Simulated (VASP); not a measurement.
# InSe (P6_3/mmc) in VASP: further runs, part 2 of 3

VASP 6.6.1. Earlier steps stand in the parts before.

**3. Single point, PBE**

This run uses another cell than the first one, of 33.33 Å³/atom.

INCAR

```
SYSTEM = InSe
ALGO     = Normal         ! electronic algorithm
EDIFF    = 1E-7           ! SCF threshold, eV
ENCUT    = 520            ! plane-wave cutoff, eV
GGA      = PE             ! functional
ISIF     = 2              ! what is computed and relaxed
ISMEAR   = 0              ! smearing method
LASPH    = .TRUE.         ! aspherical terms in the spheres
LCHARG   = .FALSE.        ! write CHGCAR
LREAL    = .FALSE.        ! projectors in reciprocal space
LWAVE    = .FALSE.        ! write WAVECAR
NBANDS   = 48             ! bands
NELM     = 60             ! most SCF steps
PREC     = Accurate       ! precision mode
SIGMA    = 0.1            ! smearing width, eV
```

KPOINTS

```
k-points
0
G
  6 6 2
  0 0 0
```

POSCAR

```
InSe
1.0
    4.0917372183      0.0000000000      0.0000000000
   -2.0458686091      3.5435483766      0.0000000000
    0.0000000000      0.0000000000     18.3871669606
In Se
4 4
Direct
    0.3333333333      0.6666666667      0.1732603256
    0.6666666667      0.3333333333      0.6732603256
    0.3333333333      0.6666666667      0.3267396744
    0.6666666667      0.3333333333      0.8267396744
    0.3333333333      0.6666666667      0.6041711947
    0.6666666667      0.3333333333      0.1041711947
    0.3333333333      0.6666666667      0.8958288053
    0.6666666667      0.3333333333      0.3958288053
```

Potentials or basis: VASP PAW PBE potentials, release 64 (In_d, Se).

The run is started by

```sh
> cat potpaw_PBE.64/In_d/POTCAR potpaw_PBE.64/Se/POTCAR > POTCAR
> mpirun -np 1 vasp_std > vasp.out
```

OUTCAR:

```text
SYSTEM = InSe
   EDIFF = 1E-7
   ENCUT = 520
   GGA = PE
   ISIF = 2
   ISMEAR = 0
   LASPH = .TRUE.
   LREAL = .FALSE.
   NELM = 60
   PREC = Accurate

 ion  position               nearest neighbor table
   1  0.333  0.667  0.173-   6 2.68   6 2.68   6 2.68   3 2.82
   2  0.667  0.333  0.673-   5 2.68   5 2.68   5 2.68   4 2.82
   3  0.333  0.667  0.327-   8 2.68   8 2.68   8 2.68   1 2.82
   4  0.667  0.333  0.827-   7 2.68   7 2.68   7 2.68   2 2.82
   5  0.333  0.667  0.604-   2 2.68   2 2.68   2 2.68
   6  0.667  0.333  0.104-   1 2.68   1 2.68   1 2.68
   7  0.333  0.667  0.896-   4 2.68   4 2.68   4 2.68
   8  0.667  0.333  0.396-   3 2.68   3 2.68   3 2.68

  LATTYP: Found a hexagonal cell.
 ALAT       =     4.0917372183
 C/A-ratio  =     4.4937311415

  Lattice vectors:

 A1 = (   4.0917372183,   0.0000000000,   0.0000000000)
 A2 = (  -2.0458686091,   3.5435483766,   0.0000000000)
 A3 = (   0.0000000000,   0.0000000000,  18.3871669606)

Analysis of symmetry for initial positions (statically):
[... 182 lines left out ...]

 k-point     1 :       0.0000    0.0000    0.0000
  band No.  band energies     occupation
      1     -11.7895      2.00000
      2     -11.7895      2.00000
      3     -11.6168      2.00000
      4     -11.6168      2.00000
      5     -11.6167      2.00000
      6     -11.6167      2.00000
[... 703 lines left out ...]
     47       8.3815      0.00000
     48       8.3815      0.00000

------------------------ aborting loop because EDIFF is reached ----------------------------------------

  FORCE on cell =-STRESS in cart. coord.  units (eV):
  Direction    XX          YY          ZZ          XY          YZ          ZX
  --------------------------------------------------------------------------------------
  -------------------------------------------------------------------------------------
  Total       -0.0040477     -0.0040477      0.1742701     -0.0000000      0.0000000      0.0000000
  in kB       -0.0243252     -0.0243252      1.0473032     -0.0000000      0.0000000      0.0000000
  external PRESSURE =       0.3328843 kB  Pullay stress =       0.0000000 kB

 VOLUME and BASIS-vectors are now :
 -----------------------------------------------------------------------------
  energy-cutoff  :      520.00
  volume of cell :      266.60
      direct lattice vectors                 reciprocal lattice vectors
     4.091737218  0.000000000  0.000000000     0.244394971  0.141101502  0.000000000
    -2.045868609  3.543548377  0.000000000     0.000000000  0.282203005  0.000000000
     0.000000000  0.000000000 18.387166961     0.000000000  0.000000000  0.054385757

 POSITION                                       TOTAL-FORCE (eV/Angst)
 -----------------------------------------------------------------------------------
     -0.00000      2.36237      3.18577         0.000000     -0.000000     -0.005401
      2.04587      1.18118     12.37935         0.000000      0.000000     -0.005401
     -0.00000      2.36237      6.00782        -0.000000     -0.000000      0.005401
      2.04587      1.18118     15.20140         0.000000     -0.000000      0.005401
     -0.00000      2.36237     11.10900         0.000000      0.000000     -0.011494
      2.04587      1.18118      1.91541        -0.000000      0.000000     -0.011494
     -0.00000      2.36237     16.47175        -0.000000     -0.000000      0.011494
      2.04587      1.18118      7.27817        -0.000000      0.000000      0.011494
 -----------------------------------------------------------------------------------
    total drift:                               -0.000000      0.000000      0.000000

  FREE ENERGIE OF THE ION-ELECTRON SYSTEM (eV)
  ---------------------------------------------------
  free  energy   TOTEN  =       -28.4392518388 eV

  energy  without entropy=      -28.4392518227  energy(sigma->0) =      -28.43925183
```

OSZICAR:

```text
N       E                     dE             d eps       ncg     rms          rms(c)
DAV:   1     0.764354922295E+03    0.76435E+03   -0.33912E+04  1344   0.169E+03
DAV:   2     0.880301179341E+02   -0.67632E+03   -0.65642E+03  1352   0.446E+02
DAV:   3    -0.217904037084E+02   -0.10982E+03   -0.10583E+03  1672   0.189E+02
DAV:   4    -0.291064306816E+02   -0.73160E+01   -0.72687E+01  1616   0.489E+01
DAV:   5    -0.293719642559E+02   -0.26553E+00   -0.26542E+00  1656   0.962E+00    0.951E+00
DAV:   6    -0.284491272934E+02    0.92284E+00   -0.14540E+00  1736   0.158E+01    0.559E+00
DAV:   7    -0.284440169875E+02    0.51103E-02   -0.10209E+00  1944   0.528E+00    0.143E+00
DAV:   8    -0.284351875141E+02    0.88295E-02   -0.10359E-01  1936   0.309E+00    0.104E+00
DAV:   9    -0.284381689436E+02   -0.29814E-02   -0.19086E-02  1592   0.609E-01    0.372E-01
DAV:  10    -0.284388517471E+02   -0.68280E-03   -0.18553E-03  2072   0.281E-01    0.206E-01
DAV:  11    -0.284392480618E+02   -0.39631E-03   -0.93782E-04  1480   0.216E-01    0.916E-02
DAV:  12    -0.284392343120E+02    0.13750E-04   -0.72210E-05  1992   0.739E-02    0.232E-02
DAV:  13    -0.284392498179E+02   -0.15506E-04   -0.27892E-05  1744   0.285E-02    0.108E-02
DAV:  14    -0.284392512460E+02   -0.14281E-05   -0.35609E-06  1600   0.207E-02    0.280E-03
DAV:  15    -0.284392516340E+02   -0.38804E-06   -0.14704E-06  1360   0.491E-03    0.212E-03
DAV:  16    -0.284392517444E+02   -0.11041E-06   -0.60957E-08  1144   0.155E-03    0.681E-04
DAV:  17    -0.284392518523E+02   -0.10793E-06   -0.38366E-08   960   0.109E-03    0.321E-04
DAV:  18    -0.284392518388E+02    0.13552E-07   -0.86281E-09   800   0.641E-04
   1 F= -.28439252E+02 E0= -.28439252E+02  d E =-.161082E-07
```

stdout:

```text
POSCAR found type information on POSCAR InSe
 POSCAR found :  2 types and       8 ions
 scaLAPACK will be used
 LDA part: xc-table for (Slater+PW92), standard interpolation
 POSCAR, INCAR and KPOINTS ok, starting setup
 FFT: planning ... GRIDC
 FFT: planning ... GRID_SOFT
 FFT: planning ... GRID
 WAVECAR not read
 entering main loop
```

It took 2.2 min on 1 thread of Intel Xeon 6975P-C (Granite Rapids), shared host; peak memory 0.42 GiB.

What came out:

| Item | Value |
| --- | --- |
| Free energy | -28.4393 eV |
| Pressure | 0.0 GPa |
| Largest force | 0.011 eV/Å |
| Band gap on the k mesh | 0.68 eV |

Forces on the atoms (eV/Å):
```
In   0.000  0.000 -0.005
In   0.000  0.000 -0.005
In   0.000  0.000  0.005
In   0.000  0.000  0.005
Se   0.000  0.000 -0.011
Se   0.000  0.000 -0.011
Se   0.000  0.000  0.011
Se   0.000  0.000  0.011
```

Caveat: spin-orbit coupling is left out, which moves the levels of the heavy elements; this functional lacks dispersion, which binds the layers, so the pressure and a relaxed spacing across them are unreliable. A k mesh can miss the band edges.

(Part 2 of 3 ends here.)
